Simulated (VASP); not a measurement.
# TaW2 (P6/mmm) in VASP: a series of runs

The runs below take TaW2 through relaxation of cell and atoms, single point, with PBE.

Everything below comes from runs of VASP 6.6.1. Logs are shortened: lines on timing, memory, paths and dates and some standing lists are left out, and cuts for length are marked.

## (1) The cell of the first run

It takes space group P6/mmm (No. 191, hexagonal). Conventional cell: a = 4.720 Å, b = 4.720 Å, c = 2.695 Å, α = 90.00°, β = 90.00°, γ = 120.00°. Ta (site symmetry 6/mmm) has 2 Ta at 2.69 Å and 12 W at 3.04 Å within 3.6 Å. Within 3.6 Å of W (site symmetry -6m2) lie 5 W at 2.69 to 2.72 Å and 6 Ta at 3.04 Å.

The cell was generated, and may not be a known phase.

## (2) Relaxation of cell and atoms, PBE

INCAR reads:

```
PREC = Accurate ; ENCUT = 600
EDIFF = 1E-6 ; ISMEAR = 0
SIGMA = 0.1 ; LREAL = False
LASPH = True ; NELM = 80
ALGO = Normal ; ISIF = 3
LWAVE = False ; LCHARG = False
GGA = PE ; IBRION = 2
NSW = 90 ; EDIFFG = -0.04
```

KPOINTS reads:

```
regular mesh
0
Gamma
  6 6 6
```

POSCAR reads:

```
TaW2
1.0
    4.7195649862      0.0000000000      0.0000000000
   -2.3597824931      4.0872631729      0.0000000000
    0.0000000000      0.0000000000      2.6946614358
Ta W
1 2
Direct
    0.0000000000      0.0000000000      0.0000000000
    0.3333333333      0.6666666667      0.5000000000
    0.6666666667      0.3333333333      0.5000000000
```

Potentials or basis: VASP PAW PBE potentials, release 64 (Ta_pv, W_sv).

Started as:

```sh
$ cat potpaw_PBE.64/Ta_pv/POTCAR potpaw_PBE.64/W_sv/POTCAR > POTCAR
$ mpirun -np 1 vasp_std > vasp.out
```

OUTCAR:

```text
PREC = Accurate
   ENCUT = 600
   EDIFF = 1E-6
   ISMEAR = 0
   LREAL = False
   LASPH = True
   NELM = 80
   ISIF = 3
   GGA = PE
   IBRION = 2
   NSW = 90
   EDIFFG = -0.04

 ion  position               nearest neighbor table
   1  0.000  0.000  0.000-   2 3.04   3 3.04   2 3.04   3 3.04   3 3.04   3 3.04   2 3.04   2 3.04
                             3 3.04   3 3.04   2 3.04   2 3.04
   2  0.333  0.667  0.500-   3 2.72   3 2.72   3 2.72   1 3.04   1 3.04   1 3.04   1 3.04   1 3.04
                             1 3.04
   3  0.667  0.333  0.500-   2 2.72   2 2.72   2 2.72   1 3.04   1 3.04   1 3.04   1 3.04   1 3.04
                             1 3.04

  LATTYP: Found a hexagonal cell.
 ALAT       =     4.7195649862
 C/A-ratio  =     0.5709554681

  Lattice vectors:

 A1 = (   4.7195649862,   0.0000000000,   0.0000000000)
 A2 = (  -2.3597824931,   4.0872631729,   0.0000000000)
 A3 = (   0.0000000000,   0.0000000000,   2.6946614358)

Analysis of symmetry for initial positions (statically):
=====================================================================
 Subroutine PRICEL returns:
 Original cell was already a primitive cell.

 Routine SETGRP: Setting up the symmetry group for a
 hexagonal supercell.

 Subroutine GETGRP returns: Found 24 space group operations
 (whereof 24 operations were pure point group operations)
 out of a pool of 24 trial point group operations.

The static configuration has the point symmetry D_6h.

Analysis of symmetry for dynamics (positions and initial velocities):
=====================================================================
 Subroutine PRICEL returns:
 Original cell was already a primitive cell.

 Routine SETGRP: Setting up the symmetry group for a
 hexagonal supercell.

 Subroutine GETGRP returns: Found 24 space group operations
 (whereof 24 operations were pure point group operations)
 out of a pool of 24 trial point group operations.

The dynamic configuration has the point symmetry D_6h.

 Subroutine INISYM returns: Found 24 space group operations
 (whereof 24 operations are pure point group operations),
 and found     1 'primitive' translations

----------------------------------------------------------------------------------------

                                     Primitive cell

  volume of cell :      51.9803

[... 98 lines left out ...]
   POTIM  = 0.5000    time-step for ionic-motion
   TEBEG  =    0.0;   TEEND  =   0.0 temperature during run
   PSTRESS=    0.0 pullay stress
   NELECT =      39.0000    total number of electrons
   NUPDOWN=      -1.0000    fix difference up-down
   EMIN   =  10.00;   EMAX   =-10.00  energy-range for DOS
   EFERMI =   0.00;   METHOD = LEGACY
   ISMEAR =     0;   SIGMA  =   0.10  broadening in eV -4-tet -1-fermi 0-gaus
   EFERMI_NEDOS =   21; number of points for ismear=-14 and -15
   IALGO  =     38    algorithm
   IMIX   =      4    mixing-type and parameters
     AMIX     =   0.40;   BMIX     =  1.00
     AMIX_MAG =   1.60;   BMIX_MAG =  1.00
  volume/ion in A,a.u.               =      17.33       116.93
  Fermi-wavevector in a.u.,A,eV,Ry     =   1.487591  2.811139 30.108685  2.212926
  Thomas-Fermi vector in A             =   2.600732
   LORBIT       =      0    0 simple, 1 ext, 2 COOP (PROOUT), +10 PAW based schemes
   GGA     = PE    functional components
   LHFCALC =     F    Hartree Fock is set to
   AEXX    =    0.0000 exact exchange contribution
   IVDW    =     0    specifies the selected vdW correction
   LEPSILON=     F    determine dielectric tensor
   LRPA    =     F    only Hartree local field effects (RPA)
 conjugate gradient relaxation of ions
 non-spin polarized calculation
 Gauss-broadening in eV      SIGMA  =   0.10
  energy-cutoff  :      600.00
  volume of cell :       51.98
 maximum number of plane-waves:      1763
 NGX is ok and might be reduce to    40
   NGX = 19   NGY = 19   NGZ = 11

--------------------------------------- Ionic step        1  -------------------------------------------

 number of electron      39.0000000 magnetization

 Free energy of the ion-electron system (eV)
  ---------------------------------------------------
  ext. energy  EPLUGINS =         0.00000000
  ---------------------------------------------------
  free energy    TOTEN  =       -36.51586907 eV

  energy without entropy =      -36.49582956  energy(sigma->0) =      -36.50584931

------------------------ aborting loop because EDIFF is reached ----------------------------------------

  FORCE on cell =-STRESS in cart. coord.  units (eV):
  Direction    XX          YY          ZZ          XY          YZ          ZX
  --------------------------------------------------------------------------------------
  -------------------------------------------------------------------------------------
  Total        1.6350784      1.6350784     -4.6553114      0.0000000      0.0000000      0.0000000
  in kB       50.3976619     50.3976619   -143.4896387      0.0000000      0.0000000      0.0000000
  external PRESSURE =     -14.2314383 kB  Pullay stress =       0.0000000 kB
[... 172 lines left out ...]
--------------------------------------- Ionic step        6  -------------------------------------------

 number of electron      38.9999999 magnetization

 Free energy of the ion-electron system (eV)
  ---------------------------------------------------
  ext. energy  EPLUGINS =         0.00000000
  ---------------------------------------------------
  free energy    TOTEN  =       -36.61539281 eV

  energy without entropy =      -36.59754223  energy(sigma->0) =      -36.60646752

 E-fermi :   8.7530     XC(G=0): -13.0305

 val. band max:        8.7303133811   @ k =   0.3333  -0.0000   0.5000
 cond. band min:       8.7641457464   @ k =   0.1667  -0.0000   0.3333
 fundamental gap:      0.0338323653
 Fermi energy:         8.7529652023

 k-point     1 :       0.0000    0.0000    0.0000
  band No.  band energies     occupation
      1     -65.0848      2.00000
      2     -65.0041      2.00000
      3     -29.5679      2.00000
      4     -29.5679      2.00000
      5     -29.0317      2.00000
      6     -29.0317      2.00000
[... 613 lines left out ...]
     22      10.8835      0.00000
     23      11.7117      0.00000

 [... further k-points ...]

------------------------ aborting loop because EDIFF is reached ----------------------------------------

  FORCE on cell =-STRESS in cart. coord.  units (eV):
  Direction    XX          YY          ZZ          XY          YZ          ZX
  --------------------------------------------------------------------------------------
  -------------------------------------------------------------------------------------
  Total       -0.0014745     -0.0014745      0.0052380      0.0000000      0.0000000      0.0000000
  in kB       -0.0456755     -0.0456755      0.1622587      0.0000000      0.0000000      0.0000000
  external PRESSURE =       0.0236359 kB  Pullay stress =       0.0000000 kB
[... 18 lines left out ...]
  FREE ENERGIE OF THE ION-ELECTRON SYSTEM (eV)
  ---------------------------------------------------
  free  energy   TOTEN  =       -36.6153928066 eV

  energy  without entropy=      -36.5975422287  energy(sigma->0) =      -36.60646752

 reached required accuracy - stopping structural energy minimisation
```

CONTCAR:

```text
TaW2
   1.00000000000000
     4.7836392096652451    0.0000000000000000    0.0000000000000000
    -2.3918196048326226    4.1427530781502675    0.0000000000000000
    -0.0000000000000000    0.0000000000000000    2.6098711459809518
  Ta              W
     1     2
Direct
     0.0000000000000000    0.0000000000000000    0.0000000000000000
     0.3333333332999970    0.6666666667000030    0.5000000000000000
     0.6666666667000030    0.3333333332999970    0.5000000000000000

  0.00000000E+00  0.00000000E+00  0.00000000E+00
  0.00000000E+00  0.00000000E+00  0.00000000E+00
  0.00000000E+00  0.00000000E+00  0.00000000E+00
```

Run time: 2.6 min. Hardware: 1 thread of Intel Xeon Platinum 8259CL at 2.50GHz (Skylake/Cascade Lake), shared host; peak memory 0.21 GiB.

Results:

| Quantity | Value |
| --- | --- |
| Free energy | -36.6154 eV |
| Relaxed volume | 17.24 Å³/atom |
| Relaxed cell | a = 4.784 Å, b = 4.784 Å, c = 2.610 Å, α = 90.00°, β = 90.00°, γ = 120.00° |
| Space group after relaxing (to 0.1 Å) | P6/mmm (No. 191) |
| Energy gained by relaxing | 33.2 meV/atom |
| Ionic steps | 6 |
| Pressure after relaxing | 0.0 GPa |
| Band gap on the k mesh | zero (an odd number of electrons rules out a gap without spin polarisation) |

Step by step:
```csv
step,energy change (eV),largest force (eV/Å),pressure (GPa),volume (Å³)
1,0.0000,0.0000,-1.42,51.98
2,0.1043,0.0000,7.90,50.65
3,-0.0983,0.0000,1.26,51.46
4,-0.0984,0.0000,1.32,51.45
5,-0.0934,0.0000,-2.90,52.36
6,-0.0995,0.0000,0.00,51.72
```

Final structure:
```xyz
3
Lattice="4.7836 0.0000 0.0000 -2.3918 4.1428 0.0000 0.0000 0.0000 2.6099" Properties=species:S:1:pos:R:3 pbc="T T T"
Ta    0.0000    0.0000    0.0000
W     0.0000    2.7618    1.3049
W     2.3918    1.3809    1.3049
```

Levels at points of the mesh, in eV from the Fermi level:
| k point | band 17 | band 18 | band 19 | band 20 | band 21 | band 22 |
| --- | --- | --- | --- | --- | --- | --- |
| (0.00, 0.00, 0.00) | -2.15 | -2.15 | -1.55 | 0.11 | 0.11 | 2.38 |
| (0.50, 0.00, 0.00) | -2.57 | -1.59 | -1.39 | 0.37 | 1.64 | 2.61 |
| (0.00, 0.00, 0.50) | -2.08 | -1.02 | -1.02 | 0.25 | 0.25 | 4.32 |
| (0.50, 0.00, 0.50) | -2.03 | -1.32 | 0.14 | 0.44 | 0.79 | 1.66 |

Caveat: the k points lie up to 0.40 Å⁻¹ apart in the final cell, too coarse for converged energies and pressures of a metal; spin-orbit coupling is left out, which moves the levels of the heavy elements.

## (3) Single point, PBE

This run uses another cell than the first one, of 17.20 Å³/atom.

INCAR reads:

```
SYSTEM = TaW2
ALGO = Fast
EDIFF = 1E-7
ENCUT = 520
GGA = PE
ISIF = 2
ISMEAR = 0
LASPH = .TRUE.
LCHARG = .TRUE.
LELF = .TRUE.
LREAL = .FALSE.
LVHAR = .TRUE.
LWAVE = .FALSE.
NBANDS = 26
NELM = 100
PREC = Accurate
SIGMA = 0.1
```

KPOINTS reads:

```
k-points
0
G
  12 12 18
  0 0 0
```

POSCAR reads:

```
TaW2
1.0
    4.7682720334      0.0000000000      0.0000000000
   -2.3841360167      4.1294447130      0.0000000000
    0.0000000000      0.0000000000      2.6210379429
Ta W
1 2
Direct
    0.0000000000      0.0000000000      0.0000000000
    0.3333333333      0.6666666667      0.5000000000
    0.6666666667      0.3333333333      0.5000000000
```

Potentials or basis: VASP PAW PBE potentials, release 64 (Ta_pv, W_sv).

Started as:

```sh
$ cat potpaw_PBE.64/Ta_pv/POTCAR potpaw_PBE.64/W_sv/POTCAR > POTCAR
$ mpirun -np 1 vasp_std > vasp.out
```

It took 4.1 min on 1 thread of Intel Xeon Platinum 8259CL at 2.50GHz (Skylake/Cascade Lake), shared host; peak memory 0.34 GiB.

It converged, with:

```yaml
Free_energy: -36.5494 eV
Pressure: 0.4 GPa
Band_gap_on_the_k_mesh: zero (an odd number of electrons rules out a gap without spin polarisation)
```

Stress tensor (GPa, compression positive):
```
0.30 0.00 0.00
0.00 0.30 0.00
0.00 0.00 0.69
```

Levels at points of the mesh, in eV from the Fermi level:
```csv
k point,band 15,band 16,band 17,band 18,band 19,band 20,band 21,band 22,band 23,band 24
"(0.00, 0.00, 0.00)",-2.22,-2.22,-2.16,-2.16,-1.61,0.10,0.10,2.27,2.27,3.01
"(0.50, 0.00, 0.00)",-2.99,-2.99,-2.59,-1.61,-1.45,0.37,1.50,2.51,2.92,3.13
"(0.00, 0.00, 0.50)",-3.63,-3.63,-2.17,-1.00,-1.00,0.23,0.23,4.27,4.27,4.33
"(0.50, 0.00, 0.50)",-3.16,-2.25,-2.09,-1.33,0.10,0.37,0.71,1.63,2.46,3.68
```

Caveat: spin-orbit coupling is left out, which moves the levels of the heavy elements.

(Part 1 of 2 ends here.)

The gap in the log of VASP goes by the Fermi energy; the results here count the filled bands.